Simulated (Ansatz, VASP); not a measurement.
## One calculation of CO2, two programs

```xyz
6
Lattice="-1.9747 1.9747 3.0141 1.9747 -1.9747 3.0141 1.9747 1.9747 -3.0141" Properties=species:S:1:pos:R:3 pbc="T T T"
O     1.3223    0.9874    3.7676
O     0.6525    0.9874    0.7535
O     2.9621    0.6525   -0.7535
O    -0.9874    1.3223    2.2605
C     0.0000    0.0000    0.0000
C     0.0000    1.9747    1.5070
```

Alike in both runs: task relaxation of cell and atoms; functional BLYP; k mesh 9 × 9 × 9; occupations fermi-dirac, width 0.05 eV; no spin polarisation.

```csv
,VASP,Ansatz
version,VASP 6.6.1,Ansatz 0.2.0
potentials or method,"VASP PAW PBE potentials, release 64 (O, C)",Ansatz PAW
plane-wave cutoff (eV),600,420
valence electrons in the cell,32,32
```

|  | VASP | Ansatz | Ansatz less VASP |
| --- | --- | --- | --- |
| gap on the k mesh at the Fermi level, each at its own relaxed structure (eV) | 7.62 | 7.71 | +0.084 |
| relaxed volume (Å³/atom) | 8.08 | 8.04 | -0.034 |
| relaxed length of the cell vector where the two differ most in proportion (Å) | 4.140 | 4.134 | -0.0058 |

VASP's potentials were made for PBE, not for BLYP.

Noted on Ansatz's run: Pulay correction over one GPa; odd divisions of the mesh miss points on the zone boundary, where band edges often lie, so the gap on the mesh can be too wide; the plane-wave basis is chosen anew once the cell has moved, so the energies of steps on either side of that aren't comparable.
